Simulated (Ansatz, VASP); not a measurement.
# Ge in VASP and in Ansatz

The input INCAR:

```
SYSTEM = Ge
PREC = Accurate
ENCUT = 500
EDIFF = 1E-6
ISMEAR = 0
SIGMA = 0.01
LREAL = .FALSE.
LASPH = .TRUE.
NELM = 120
ALGO = Normal
ISIF = 2
LWAVE = .FALSE.
LCHARG = .FALSE.
GGA = RE
NBANDS = 21
GGA_COMPAT = .FALSE.
```

Contents of KPOINTS:

```
regular mesh
0
G
  6 6 6
  0 0 0
```

Contents of POSCAR:

```
Ge
1.0
    0.0000000000      2.8289100000      2.8289100000
    2.8289100000      0.0000000000      2.8289100000
    2.8289100000      2.8289100000      0.0000000000
Ge
2
Direct
    0.0000000000      0.0000000000      0.0000000000
    0.2500000000      0.2500000000      0.2500000000
```

Input for Ansatz:

```yaml
crystal:
  lattice:
    - [0.0, 2.82891, 2.82891]
    - [2.82891, 0.0, 2.82891]
    - [2.82891, 2.82891, 0.0]
  atoms:
    - { symbol: Ge, position: [0.0, 0.0, 0.0] }
    - { symbol: Ge, position: [0.25, 0.25, 0.25] }
kpoints:
  mp_grid:
    grid: [6, 6, 6]
hamiltonian:
  xc: revpbe
  pseudopotentials:
    kind: paw
scf:
  occupations:
    method: fixed
output:
  stress: true
```

Alike in both runs: task single point; functional revPBE; k mesh 6 × 6 × 6; no spin polarisation.

|  | VASP | Ansatz |
| --- | --- | --- |
| version | VASP 6.6.1 | Ansatz 0.2.0 |
| potentials or method | VASP PAW PBE potentials, release 64 (Ge_d) | plane waves, PAW |
| plane-wave cutoff (eV) | 500 | 420 |
| occupations | gaussian, width 0.01 eV | fixed |
| valence electrons in the cell | 28 | 28 |

```csv
,VASP,Ansatz,Ansatz less VASP
pressure (GPa),4.6,4.8,+0.19
```

VASP's potentials were made for PBE, not for revPBE.
